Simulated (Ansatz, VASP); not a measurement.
GeSb2Te4: VASP beside Ansatz

```
CELL_PARAMETERS angstrom
12.23830 0.00000 0.00000
0.00000 12.23830 0.00000
-6.11915 -6.11915 12.10283
ATOMIC_POSITIONS crystal
Ge 0.00000 0.00000 0.00000
Ge 0.00000 0.00000 0.50000
Ge 0.50000 0.00000 0.50000
Ge 0.50000 0.00000 0.00000
Ge 0.00000 0.50000 0.50000
Ge 0.00000 0.50000 0.00000
Ge 0.50000 0.50000 0.00000
Ge 0.50000 0.50000 0.50000
Sb 0.25000 0.25000 0.50000
Sb 0.25000 0.25000 0.00000
Sb 0.75000 0.25000 0.00000
Sb 0.75000 0.25000 0.50000
Sb 0.25000 0.75000 0.00000
Sb 0.25000 0.75000 0.50000
Sb 0.75000 0.75000 0.50000
Sb 0.75000 0.75000 0.00000
Sb 0.37500 0.12500 0.25000
Sb 0.37500 0.12500 0.75000
Sb 0.87500 0.12500 0.75000
Sb 0.87500 0.12500 0.25000
Sb 0.37500 0.62500 0.75000
Sb 0.37500 0.62500 0.25000
Sb 0.87500 0.62500 0.25000
Sb 0.87500 0.62500 0.75000
Te 0.00081 0.25081 0.00162
Te 0.00081 0.25081 0.50162
Te 0.50081 0.25081 0.50162
Te 0.50081 0.25081 0.00162
Te 0.00081 0.75081 0.50162
Te 0.00081 0.75081 0.00162
Te 0.50081 0.75081 0.00162
Te 0.50081 0.75081 0.50162
Te 0.12408 0.12408 0.24816
Te 0.12408 0.12408 0.74816
Te 0.62408 0.12408 0.74816
Te 0.62408 0.12408 0.24816
Te 0.12408 0.62408 0.74816
Te 0.12408 0.62408 0.24816
Te 0.62408 0.62408 0.24816
Te 0.62408 0.62408 0.74816
Te 0.24919 0.49919 0.49838
Te 0.24919 0.49919 0.99838
Te 0.74919 0.49919 0.99838
Te 0.74919 0.49919 0.49838
Te 0.24919 0.99919 0.99838
Te 0.24919 0.99919 0.49838
Te 0.74919 0.99919 0.49838
Te 0.74919 0.99919 0.99838
Te 0.37592 0.37592 0.75184
Te 0.37592 0.37592 0.25184
Te 0.87592 0.37592 0.25184
Te 0.87592 0.37592 0.75184
Te 0.37592 0.87592 0.25184
Te 0.37592 0.87592 0.75184
Te 0.87592 0.87592 0.75184
Te 0.87592 0.87592 0.25184
```

Alike in both runs: task single point; functional PBE; k mesh 1 × 1 × 1; occupations gaussian, width 0.05 eV; no spin polarisation.

|  | VASP | Ansatz |
| --- | --- | --- |
| version | VASP 6.6.1 | Ansatz 0.2.0 |
| potentials or method | VASP PAW PBE potentials, release 64 (Ge_d, Sb, Te), cutoff 520 eV | scalar-relativistic, plane waves, PAW |
| valence electrons in the cell | 384 | 864 |

Ansatz gave:

| Quantity | Value |
| --- | --- |
| gap on the k mesh at the Fermi level (eV) | 0.02 |
| rms of the force components (eV/Å) | 0.085 |

Which values does VASP return?

gap on the k mesh at the Fermi level (eV): 0.02; rms of the force components (eV/Å): 0.087.

Atom by atom the forces differ by 0.004 eV/Å (rms over components). The functional is the same, so the differences come from potentials, cutoffs and numerics. VASP's potentials hold 384 valence electrons a cell and Ansatz's 864, so a difference there can come from the potentials and not from the codes.

The k mesh is coarse, so the values compare programs but aren't converged. Spin-orbit coupling is off throughout.
